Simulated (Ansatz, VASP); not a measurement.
One calculation of Sb, two programs

```
Sb
1.0
    -1.93805    1.93805    1.93805
     1.93805   -1.93805    1.93805
     1.93805    1.93805   -1.93805
Sb
1
Direct
  0.00000 0.00000 0.00000
```

Alike in both runs: task single point; functional r2SCAN; k mesh 13 × 13 × 13; occupations fermi-dirac, width 0.1 eV; no spin polarisation.

|  | VASP | Ansatz |
| --- | --- | --- |
| version | VASP 6.6.1 | Ansatz 0.2.0 |
| potentials or method | VASP PAW PBE potentials, release 64 (Sb), cutoff 520 eV | plane waves (500 eV) with PAW, scalar-relativistic |
| valence electrons in the cell | 5 | 15 |

Ansatz gave:

| Item | Value |
| --- | --- |
| pressure (GPa) | -4.0 |

**Question.** Which values does VASP return?

**Answer.** Pressure (GPa): -4.1.

VASP's potentials were made for PBE, not for r2SCAN. The functional is the same, so the differences come from potentials, cutoffs and numerics. VASP's potentials hold 5 valence electrons a cell and Ansatz's 15, so a difference there can come from the potentials and not from the codes.

Neither program's run includes spin-orbit coupling.
